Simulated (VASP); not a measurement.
Input of a VASP 6.6.1 run:

Contents of POSCAR:

```
Os
1.0
    0.0000000000      1.9450000000      1.8866500000
    1.9450000000      0.0000000000      1.8866500000
    1.9450000000      1.9450000000      0.0000000000
Os
1
Direct
    0.0000000000      0.0000000000      0.0000000000
```

Contents of INCAR.step1:

```
PREC = Accurate ; ENCUT = 520
ISMEAR = 0 ; SIGMA = 0.15
LREAL = False ; LASPH = True
NELM = 100 ; NBANDS = 10
GGA = PE ; ALGO = Normal
EDIFF = 1E-4 ; LWAVE = True
LCHARG = False
```

INCAR.step2

```
PREC = Accurate ; ENCUT = 520
EDIFF = 1E-6 ; ISMEAR = 0
SIGMA = 0.15 ; LREAL = False
LASPH = True ; NELM = 100
ALGO = Normal ; ISIF = 2
LWAVE = False ; LCHARG = False
METAGGA = R2SCAN ; LMIXTAU = True
NBANDS = 10 ; ISTART = 1
```

KPOINTS

```
Automatic mesh
0
Gamma
  20 20 20
```

Potentials or basis: VASP PAW PBE potentials, release 64 (Os).

Launch:

```console
$ cat potpaw_PBE.64/Os/POTCAR > POTCAR
$ cp INCAR.step1 INCAR
$ mpirun -np 1 vasp_std > vasp.out
$ cp INCAR.step2 INCAR
$ mpirun -np 1 vasp_std > vasp.out
```

**Question.** Predict the pressure.

**Answer.** -4.8 GPa.

**Question.** What does it give for the band gap on the k mesh?

**Answer.** Zero (bands 4 and 5 overlap by 4.41 eV).

Stress tensor (GPa, compression positive):
```
-8.17  0.00  0.00
 0.00 -8.17  0.00
 0.00  0.00  1.98
```

Caveat: the cell differs from its parent crystal (strain +0.000 along x and y, -0.030 along z); the cell stands under tension; the PAW data sets were made with another functional, which shifts forces and pressure a little; spin-orbit coupling is left out, which moves the levels of the heavy elements.
